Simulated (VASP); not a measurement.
A run of VASP 6.6.1 is set up as follows.

INCAR

```
ALGO = Normal
EDIFF = 1E-7
ENCUT = 520
GGA = PS
ISIF = 2
ISMEAR = 0
ISPIN = 2
LASPH = True
LCHARG = False
LMAXMIX = 4
LORBIT = 11
LREAL = False
LWAVE = False
MAGMOM = 4.52 0.12
NBANDS = 20
NELM = 150
PREC = Accurate
SIGMA = 0.1
```

File KPOINTS:

```
k-points
0
Gamma
  14 14 14
```

File POSCAR:

```
MnS
1.0
    0.0000000000      2.7322137930      2.7322137930
    2.7322137930      0.0000000000      2.7322137930
    2.7322137930      2.7322137930      0.0000000000
Mn S
1 1
Direct
    0.0000000000      0.0000000000      0.0000000000
    0.7500000000      0.7500000000      0.7500000000
```

Potentials or basis: VASP PAW PBE potentials, release 64 (Mn_pv, S).

Launch:

```bash
$ cat potpaw_PBE.64/Mn_pv/POTCAR potpaw_PBE.64/S/POTCAR > POTCAR
$ mpirun -np 1 vasp_std > vasp.out
```

Predict the net moment.

4.61 μB per cell.

Predict the pressure.

0.1 GPa.

What does it give for the site moments?

Mn +4.11; S +0.05 μB.

Caveat: the PAW data sets were made with another functional, which shifts forces and pressure a little; a cell with one magnetic atom can't hold antiferromagnetic order, which such compounds often take.
